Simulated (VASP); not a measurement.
Wanted: the native input for a VASP 6.6.1 run.

```yaml
Task: single point
Functional: PBE
Potentials_or_basis: VASP PAW PBE potentials, release 64 (Ti_sv, Al)
Cutoff: 520 eV
k_mesh: 14 × 14 × 14
Occupations: gaussian, width 0.15 eV
Spin: no spin polarisation
Dipole_correction: no
Further_INCAR_settings: ALGO = Fast; EDIFF = 1e-06; NBANDS = 18
```

The structure of TiAl3 lies in POSCAR:

```
TiAl3
1.0
   -1.7816539410      2.0635040196      4.3111351100
    1.7816539410     -2.0635040196      4.3111351100
    1.7816539410      2.0635040196     -4.3111351100
Ti Al
1 3
Direct
    0.0000000000      0.0000000000      0.0000000000
    0.5000000000      0.5000000000      0.0000000000
    0.7500000000      0.2500000000      0.5000000000
    0.2500000000      0.7500000000      0.5000000000
```

This cell differs from its parent crystal: normal strain along x -0.0733, normal strain along y +0.0733.

The input as run:

INCAR

```
SYSTEM = TiAl3
PREC = Accurate
ENCUT = 520
EDIFF = 1E-6
ISMEAR = 0
SIGMA = 0.15
LREAL = .FALSE.
LASPH = .TRUE.
NELM = 80
ALGO = Fast
ISIF = 2
LWAVE = .FALSE.
LCHARG = .FALSE.
GGA = PE
NBANDS = 18
```

KPOINTS

```
Automatic mesh
0
G
  14 14 14
  0 0 0
```

Potentials or basis: VASP PAW PBE potentials, release 64 (Ti_sv, Al).

The run is started by

```bash
$ cat potpaw_PBE.64/Ti_sv/POTCAR potpaw_PBE.64/Al/POTCAR > POTCAR
$ mpirun -np 1 vasp_std > vasp.out
```

Results of the run:

- Pressure: 0.8 GPa
- Largest force: 0.084 eV/Å
- Band gap on the k mesh: zero (an odd number of electrons rules out a gap without spin polarisation)

Caveat: the cell differs from its parent crystal (normal strain along x -0.0733, normal strain along y +0.0733); the stress differs along the axes, from -7 to 7 GPa.

Run time: 24 min on 1 thread of Intel(R) Xeon(R) Platinum 8259CL CPU @ 2.50GHz (Skylake/Cascade Lake), on a shared host, peak memory 0.6 GiB.
